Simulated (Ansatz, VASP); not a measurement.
**Au in VASP and in Ansatz**

```
CELL_PARAMETERS angstrom
0.00000 2.06152 2.06152
2.06152 0.00000 2.06152
2.06152 2.06152 0.00000
ATOMIC_POSITIONS crystal
Au 0.00000 0.00000 0.00000
```

Alike in both runs: task single point; functional r2SCAN; k mesh 13 × 13 × 13; occupations gaussian, width 0.01 eV; no spin polarisation.

|  | VASP | Ansatz |
| --- | --- | --- |
| version | VASP 6.6.1 | Ansatz 0.2.0 |
| potentials or method | VASP PAW PBE potentials, release 64 (Au), cutoff 520 eV | plane waves (500 eV) with PAW, scalar-relativistic |
| valence electrons in the cell | 11 | 19 |

```tsv
	VASP	Ansatz	Ansatz less VASP
pressure (GPa)	0.1	-0.2	-0.26
```

VASP's potentials were made for PBE, not for r2SCAN. With one functional, cell and mesh, what is left measures potentials, basis and numerics. VASP's potentials hold 11 valence electrons a cell and Ansatz's 19, so a difference there can come from the potentials and not from the codes.

Neither program's run includes spin-orbit coupling.
